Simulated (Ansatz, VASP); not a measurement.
**Two plane-wave programs on TlZnBr3**

File INCAR:

```
PREC = Accurate
ENCUT = 520
EDIFF = 1E-6
ISMEAR = -1
SIGMA = 0.02
LREAL = False
LASPH = True
NELM = 60
ALGO = Normal
ISIF = 2
LWAVE = False
LCHARG = False
GGA = PE
NBANDS = 31
```

The input KPOINTS:

```
Automatic mesh
0
Gamma
  6 6 6
```

Contents of POSCAR:

```
TlZnBr3
1.0
    5.1224262551      0.0000000000      0.0000000000
    0.0000000000      5.1224262551      0.0000000000
    0.0000000000      0.0000000000      5.1224262551
Tl Zn Br
1 1 3
Direct
    0.0000000000      0.0000000000      0.0000000000
    0.5000000000      0.5000000000      0.5000000000
    0.5000000000      0.5000000000      0.0000000000
    0.5000000000      0.0000000000      0.5000000000
    0.0000000000      0.5000000000      0.5000000000
```

Input for Ansatz:

```yaml
crystal:
  lattice:
    - [5.1224262551, 0.0, 0.0]
    - [0.0, 5.1224262551, 0.0]
    - [0.0, 0.0, 5.1224262551]
  atoms:
    - { symbol: Tl, position: [0.0, 0.0, 0.0] }
    - { symbol: Zn, position: [0.5, 0.5, 0.5] }
    - { symbol: Br, position: [0.5, 0.5, 0.0] }
    - { symbol: Br, position: [0.5, 0.0, 0.5] }
    - { symbol: Br, position: [0.0, 0.5, 0.5] }
kpoints:
  mp_grid: { grid: [6, 6, 6] }
  band_path:
    path:
      - [0.0, 0.0, 0.0]
      - [0.0, 0.5, 0.0]
      - [0.5, 0.5, 0.0]
      - [0.5, 0.5, 0.5]
      - [0.0, 0.5, 0.5]
    npoints: 1
hamiltonian:
  xc: pbe
scf:
  occupations: { method: fermi_dirac, width: 0.02 }
  n_extra_bands: 5
output:
  forces: true
  stress: true
  eigenvalues: true
```

Change from the starting cell: hydrostatic strain -1.5%.

Alike in both runs: task single point; functional PBE; k mesh 6 × 6 × 6; occupations fermi-dirac, width 0.02 eV; no spin polarisation.

|  | VASP | Ansatz |
| --- | --- | --- |
| version | VASP 6.6.1 | Ansatz 0.2.0 |
| potentials or method | VASP PAW PBE potentials, release 64 (Tl_d, Zn, Br) | plane waves, PAW |
| plane-wave cutoff (eV) | 520 | 420 |
| valence electrons in the cell | 46 | 46 |

Ansatz gave:

```
pressure (GPa) : 3.1
```

Problem. Which values does VASP return?

Solution. Pressure (GPa): 3.2.

With one functional, cell and mesh, what is left measures potentials, basis and numerics.

Neither program's run includes spin-orbit coupling.
